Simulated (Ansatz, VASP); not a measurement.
Two plane-wave programs on Si

```xyz
2
Lattice="0.0000 2.7104 2.7104 2.7104 0.0000 2.7104 2.7104 2.7104 0.0000" Properties=species:S:1:pos:R:3 pbc="T T T"
Si    4.0655    4.0655    4.0655
Si    2.7104    2.7104    2.7104
```

Alike in both runs: functional PBE; dispersion D4; k mesh 6 × 6 × 6; no spin polarisation.

Ansatz relaxed the structure, and its values are those at the end. VASP's run is a single point on that final structure, the one shown.

```csv
,VASP,Ansatz
version,VASP 6.6.1,Ansatz 0.2.0
potentials or method,"VASP PAW PBE potentials, release 64 (Si), cutoff 520 eV","plane waves, PAW"
occupations,"gaussian, width 0.01 eV",fixed
valence electrons in the cell,8,8
```

Ansatz gave:

```
pressure (GPa) : 0.0
```

Task: Estimate VASP's values.

Result: Pressure (GPa): -0.1.
